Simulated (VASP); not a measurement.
Crystal: CdOs.

```
CELL_PARAMETERS angstrom
3.36695 0.00000 0.00000
0.00000 3.36695 0.00000
0.00000 0.00000 3.36695
ATOMIC_POSITIONS crystal
Cd 0.00000 0.00000 0.00000
Os 0.50000 0.50000 0.50000
```

| Item | Value |
| --- | --- |
| Program | VASP 6.6.1 |
| Task | relaxation of cell and atoms |
| Functional | PBE |
| Potentials or basis | VASP PAW PBE potentials, release 64 (Cd_sv_GW, Os_sv_GW) |
| Cutoff | 540 eV |
| k mesh | 6 × 6 × 6 |
| Occupations | gaussian, width 0.1 eV |
| Spin | no spin polarisation |

At the start: pressure -18.0 GPa; volume 19.08 Å³/atom.

Problem. Where does the relaxation end?

Solution. Over 4 steps the energy falls by 154.6 meV/atom and the volume is 16.71 Å³/atom (-12.4 %); space group Pm-3m (No. 221, to 0.05 Å).

The path:
```csv
step,energy change (eV),largest force (eV/Å),pressure (GPa),volume (Å³)
1,0.0000,0.0000,-18.01,38.17
2,0.5621,0.0000,57.59,27.50
3,-0.3084,0.0000,-1.26,33.59
4,-0.3093,0.0000,-0.34,33.42
```

Final structure:
```yaml
crystal:
  lattice:
    - [3.22108, 0.00000, 0.00000]
    - [0.00000, 3.22108, 0.00000]
    - [0.00000, 0.00000, 3.22108]
  atoms:
    - { symbol: Cd, position: [0.00000, 0.00000, 0.00000] }
    - { symbol: Os, position: [0.50000, 0.50000, 0.50000] }
```
